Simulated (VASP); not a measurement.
A run of VASP 6.6.1 is set up as follows.

Contents of INCAR:

```
PREC = Accurate ; ENCUT = 520
EDIFF = 1E-6 ; ISMEAR = -1
SIGMA = 0.1 ; LREAL = F
LASPH = T ; NELM = 80
ALGO = Normal ; ISIF = 2
LWAVE = F ; LCHARG = F
GGA = PS ; NBANDS = 12
```

Contents of KPOINTS:

```
Automatic mesh
0
Gamma
  14 14 14
```

Contents of POSCAR:

```
Cd
1.0
   -1.7705979115      1.7705979115      1.7705979115
    1.7705979115     -1.7705979115      1.7705979115
    1.7705979115      1.7705979115     -1.7705979115
Cd
1
Direct
    0.0000000000      0.0000000000      0.0000000000
```

Potentials or basis: VASP PAW PBE potentials, release 64 (Cd).

Run with:

```console
$ cat potpaw_PBE.64/Cd/POTCAR > POTCAR
$ mpirun -np 1 vasp_std > vasp.out
```

**Question.** What does it give for the pressure?

**Answer.** -1.6 GPa.

**Question.** Estimate the band gap on the k mesh.

**Answer.** Zero (bands 6 and 7 overlap by 4.34 eV).

Caveat: the PAW data sets were made with another functional, which shifts forces and pressure a little.
